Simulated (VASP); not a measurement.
Write the native input for VASP 6.6.1 that does the following.

- Task: relaxation of cell and atoms
- Functional: PBE
- Potentials or basis: VASP PAW PBE potentials, release 64 (Sr_sv, Re)
- Cutoff: 600 eV
- k mesh: 16 × 16 × 16
- Occupations: gaussian, width 0.1 eV
- Spin: no spin polarisation
- Dipole correction: no
- Further INCAR settings: ALGO = Fast; EDIFF = 1e-06; IBRION = 2; EDIFFG = -0.01; NSW = 100; ISIF = 3

The structure of SrRe lies in POSCAR:

```
SrRe
1.0
    3.6393786775      0.0000000000      0.0000000000
    0.0000000000      3.6393786775      0.0000000000
    0.0000000000      0.0000000000      3.6393786775
Sr Re
1 1
Direct
    0.0000000000      0.0000000000      0.0000000000
    0.5000000000      0.5000000000      0.5000000000
```

These files were run (other wordings do the same):

INCAR

```
SYSTEM = SrRe
ALGO     = Fast           ! electronic algorithm
EDIFF    = 1E-6           ! SCF threshold, eV
EDIFFG   = -0.01          ! ionic threshold
ENCUT    = 600            ! plane-wave cutoff, eV
GGA      = PE             ! functional
IBRION   = 2              ! ionic algorithm
ISIF     = 3              ! what is computed and relaxed
ISMEAR   = 0              ! smearing method
LASPH    = .TRUE.         ! aspherical terms in the spheres
LCHARG   = .FALSE.        ! write CHGCAR
LREAL    = .FALSE.        ! projectors in reciprocal space
LWAVE    = .FALSE.        ! write WAVECAR
NELM     = 80             ! most SCF steps
NSW      = 100            ! ionic steps
PREC     = Accurate       ! precision mode
SIGMA    = 0.1            ! smearing width, eV
```

KPOINTS

```
k-points
0
G
  16 16 16
  0 0 0
```

Potentials or basis: VASP PAW PBE potentials, release 64 (Sr_sv, Re).

Command:

```console
$ cat potpaw_PBE.64/Sr_sv/POTCAR potpaw_PBE.64/Re/POTCAR > POTCAR
$ mpirun -np 1 vasp_std > vasp.out
```

Results of the run:

* Relaxed volume: 24.18 Å³/atom
* Relaxed cell: a = 3.643 Å, b = 3.643 Å, c = 3.643 Å, α = 90.00°, β = 90.00°, γ = 90.00°
* Space group after relaxing (to 0.05 Å): Pm-3m (No. 221)
* Energy gained by relaxing: 0.0 meV/atom
* Ionic steps: 2
* Pressure after relaxing: -0.1 GPa

Wall time 9.1 min on 1 thread of Intel Xeon 8259CL, on a shared host, peak memory 0.3 GiB.
